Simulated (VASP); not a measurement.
# MgSi4N2 (Immm) in VASP: a series of runs, part 3 of 3

VASP 6.6.1.

## (5) Single point, PBE, collinear spin, ferromagnetic start

This run uses another cell than the first one, of 15.07 Å³/atom, 2.013 times its volume.

File INCAR:

```
ALGO = Normal ; EDIFF = 1E-7
ENCUT = 520 ; GGA = PE
ISIF = 2 ; ISMEAR = 0
ISPIN = 2 ; LASPH = True
LCHARG = False ; LORBIT = 11
LREAL = False ; LWAVE = False
MAGMOM = 0 0 0 0 0 1 1 ; NBANDS = 27
NELM = 150 ; PREC = Accurate
SIGMA = 0.1
```

File KPOINTS:

```
k-points
0
Gamma
  6 6 6
```

File POSCAR:

```
MgSi4N2
1.0
   -1.7786579973      3.2962090466      4.4968452872
    1.7786579973     -3.2962090466      4.4968452872
    1.7786579973      3.2962090466     -4.4968452872
Mg Si N
1 4 2
Direct
    0.0000000000      0.5000000000      0.5000000000
    0.8607887467      0.1780685122      0.6827202345
    0.5046517222      0.8219314878      0.6827202345
    0.4953482778      0.1780685122      0.3172797655
    0.1392112533      0.8219314878      0.3172797655
    0.2114885308      0.0000000000      0.2114885308
    0.7885114692      0.0000000000      0.7885114692
```

Potentials or basis: VASP PAW PBE potentials, release 64 (Mg, Si, N).

Command:

```sh
$ cat potpaw_PBE.64/Mg/POTCAR potpaw_PBE.64/Si/POTCAR potpaw_PBE.64/N/POTCAR > POTCAR
$ mpirun -np 1 vasp_std > vasp.out
```

OUTCAR:

```text
EDIFF = 1E-7
   ENCUT = 520
   GGA = PE
   ISIF = 2
   ISMEAR = 0
   ISPIN = 2
   LASPH = True
   LORBIT = 11
   LREAL = False
   NELM = 150
   PREC = Accurate

 ion  position               nearest neighbor table
   1  0.000  0.500  0.500-   6 2.26   7 2.26   6 2.26   7 2.26   3 3.14   4 3.14   2 3.14   5 3.14
                             5 3.18   2 3.18   5 3.18   2 3.18   4 3.18   3 3.18   3 3.18   4 3.18
   2  0.861  0.178  0.683-   7 1.75   5 2.37   5 2.37   4 2.41   1 3.14   1 3.18   1 3.18
   3  0.505  0.822  0.683-   7 1.75   4 2.37   4 2.37   5 2.41   1 3.14   1 3.18   1 3.18
   4  0.495  0.178  0.317-   6 1.75   3 2.37   3 2.37   2 2.41   1 3.14   1 3.18   1 3.18
   5  0.139  0.822  0.317-   6 1.75   2 2.37   2 2.37   3 2.41   1 3.14   1 3.18   1 3.18
[... 1647 lines left out ...]
      1.77866      1.20457      2.89535        -0.000000      0.016529      0.006889
     -0.00000      2.09164      1.60149         0.000000     -0.016529     -0.006889
      1.77866     -1.20457      2.89535         0.000000     -0.016529      0.006889
      0.00000      1.39422      0.00000        -0.000000      0.002355     -0.000000
      0.00000      5.19820      0.00000        -0.000000     -0.002355     -0.000000
 -----------------------------------------------------------------------------------
    total drift:                               -0.000000     -0.000000      0.000000

  FREE ENERGIE OF THE ION-ELECTRON SYSTEM (eV)
  ---------------------------------------------------
  free  energy   TOTEN  =       -41.9424142218 eV

  energy  without entropy=      -41.9363773828  energy(sigma->0) =      -41.93939580

 total charge

# of ion       s       p       d       tot
------------------------------------------
    1        0.150   0.120   0.041   0.311
    2        0.736   0.936   0.000   1.671
    3        0.736   0.936   0.000   1.671
    4        0.736   0.936   0.000   1.671
    5        0.736   0.936   0.000   1.671
    6        1.246   2.557   0.000   3.803
    7        1.246   2.557   0.000   3.803
--------------------------------------------------
tot          5.585   8.978   0.041  14.603

 magnetization (x)

# of ion       s       p       d       tot
------------------------------------------
    1       -0.000   0.000   0.000   0.000
    2        0.000   0.000   0.000   0.000
    3        0.000   0.000   0.000   0.000
    4        0.000   0.000   0.000   0.000
    5        0.000   0.000   0.000   0.000
    6       -0.000  -0.000   0.000  -0.000
    7       -0.000  -0.000   0.000  -0.000
--------------------------------------------------
tot         -0.000  -0.000   0.000  -0.000
```

OSZICAR:

```text
N       E                     dE             d eps       ncg     rms          rms(c)
DAV:   1     0.806407978775E+02    0.80641E+02   -0.11689E+04  4968   0.888E+02
DAV:   2    -0.378425068763E+02   -0.11848E+03   -0.11011E+03  6226   0.171E+02
DAV:   3    -0.465218310724E+02   -0.86793E+01   -0.85930E+01  6500   0.449E+01
DAV:   4    -0.466300837196E+02   -0.10825E+00   -0.10815E+00  6077   0.573E+00
DAV:   5    -0.466314085049E+02   -0.13248E-02   -0.13246E-02  6262   0.632E-01    0.161E+01
DAV:   6    -0.420096407335E+02    0.46218E+01   -0.17968E+01  5990   0.248E+01    0.776E+00
DAV:   7    -0.420336995391E+02   -0.24059E-01   -0.25392E+00  5410   0.853E+00    0.408E+00
DAV:   8    -0.419566723454E+02    0.77027E-01   -0.34980E-01  6122   0.304E+00    0.169E+00
DAV:   9    -0.419403859670E+02    0.16286E-01   -0.50775E-02  6062   0.134E+00    0.637E-01
DAV:  10    -0.419417128588E+02   -0.13269E-02   -0.16174E-02  5962   0.569E-01    0.246E-01
DAV:  11    -0.419420672676E+02   -0.35441E-03   -0.19704E-03  5667   0.256E-01    0.108E-01
DAV:  12    -0.419423649837E+02   -0.29772E-03   -0.50937E-04  5647   0.121E-01    0.442E-02
DAV:  13    -0.419423968497E+02   -0.31866E-04   -0.64346E-05  6147   0.382E-02    0.274E-02
DAV:  14    -0.419424133092E+02   -0.16459E-04   -0.24801E-05  5544   0.222E-02    0.137E-02
DAV:  15    -0.419424130512E+02    0.25794E-06   -0.67626E-06  6234   0.141E-02    0.367E-03
DAV:  16    -0.419424137693E+02   -0.71805E-06   -0.12230E-06  5503   0.608E-03    0.198E-03
DAV:  17    -0.419424141796E+02   -0.41030E-06   -0.50543E-07  5643   0.288E-03    0.123E-03
DAV:  18    -0.419424142218E+02   -0.42196E-07   -0.46068E-08  5144   0.102E-03
   1 F= -.41942414E+02 E0= -.41939396E+02  d E =-.603684E-02  mag=    -0.0000
```

It took 8.3 min on 1 thread of Intel Xeon 6975P-C, shared host; peak memory 0.53 GiB.

What came out:

```yaml
Free_energy: -41.9424 eV
Pressure: 0.0 GPa
Largest_force: 0.018 eV/Å
Band_gap_on_the_k_mesh: zero (filled and empty bands overlap)
Net_moment: 0.00 μB per cell
Valence_electrons_inside_the_program's_atomic_spheres: Mg 0.31; Si 1.67; N 3.80
```

Forces in eV/Å, atoms in the order of the input:
```
Mg   0.000  0.000  0.000
Si   0.000  0.017 -0.007
Si   0.000  0.017  0.007
Si   0.000 -0.017 -0.007
Si   0.000 -0.017  0.007
N    0.000  0.002  0.000
N    0.000 -0.002  0.000
```

## (6) Overview

```tsv
task	spin	cell	k mesh	cutoff (eV)	gap on the mesh (eV)	pressure (GPa)	largest force (eV/Å)
single point	off	a = 4.821 Å, angles 146.3, 121.2, 69.5°, 7 atoms	8 × 8 × 8	520	none	330.7	16.40
single point	off	a = 5.852 Å, angles 144.6, 111.4, 79.6°, 7 atoms	8 × 8 × 8	520	none	-0.1	0.02
relaxation of cell and atoms	off	relaxed from a = 4.821 Å, angles 146.3, 121.2, 69.5°, 7 atoms	8 × 8 × 8	600	none	0.0	0.02
single point	collinear, ferromagnetic start	a = 5.852 Å, angles 144.6, 111.4, 79.6°, 7 atoms	6 × 6 × 6	520	none	0.0	0.02
```

Alike in all rows: level PBE; potentials or basis VASP PAW PBE potentials, release 64 (Mg, Si, N); smearing gaussian 0.1 eV.

Caveats: forces of over 1 eV/Å act on the atoms, so gaps and moduli don't describe the material at rest (some runs); the volume moved by over 15 % at a fixed basis, so the end points are rough (some runs).

Absolute energies hang on the potentials; compare differences alone.
